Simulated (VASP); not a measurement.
The system is GaAs.

```
Ga As
1.0
     4.16413    0.00000    0.00000
     0.00000    4.16413    0.00000
     0.00000    0.00000    5.88897
Ga As
2 2
Direct
  0.50000 0.50000 0.25000
  0.50000 0.50000 0.75000
  0.00000 0.50000 0.00000
  0.50000 0.00000 0.50000
```

* Program: VASP 6.6.1
* Task: relaxation of cell and atoms
* Functional: PBE
* Potentials or basis: VASP PAW PBE potentials, release 64 (Ga_d, As)
* Cutoff: 600 eV
* k mesh: 12 × 12 × 8
* Occupations: gaussian, width 0.1 eV
* Spin: no spin polarisation

At the start: pressure 1.0 GPa; volume 25.53 Å³/atom.

Task: How do energy, volume and symmetry change on relaxing?

Result: Over 10 steps the energy falls by 143.7 meV/atom and the volume is 24.27 Å³/atom (-4.9 %); space group P4_2/mmc (No. 131, to 0.05 Å).

Step by step:
```csv
step,energy change (eV),largest force (eV/Å),pressure (GPa),volume (Å³)
1,0.0000,0.0000,1.03,102.11
2,-0.1907,0.0000,-0.70,104.43
3,-0.3849,0.0000,-3.98,109.63
4,-0.4741,0.0000,-3.38,105.86
5,-0.4949,0.0000,-2.94,103.85
6,-0.5589,0.0000,-1.49,100.13
7,-0.5743,0.0000,-0.15,97.52
8,-0.5743,0.0000,-0.02,97.39
9,-0.5745,0.0000,-0.03,97.32
10,-0.5747,0.0000,0.03,97.09
```

Final structure:
```
Ga As
1.0
     3.75698    0.00000    0.00000
     0.00000    3.75698    0.00000
     0.00000    0.00000    6.87850
Ga As
2 2
Direct
  0.50000 0.50000 0.25000
  0.50000 0.50000 0.75000
  0.00000 0.50000 0.00000
  0.50000 0.00000 0.50000
```
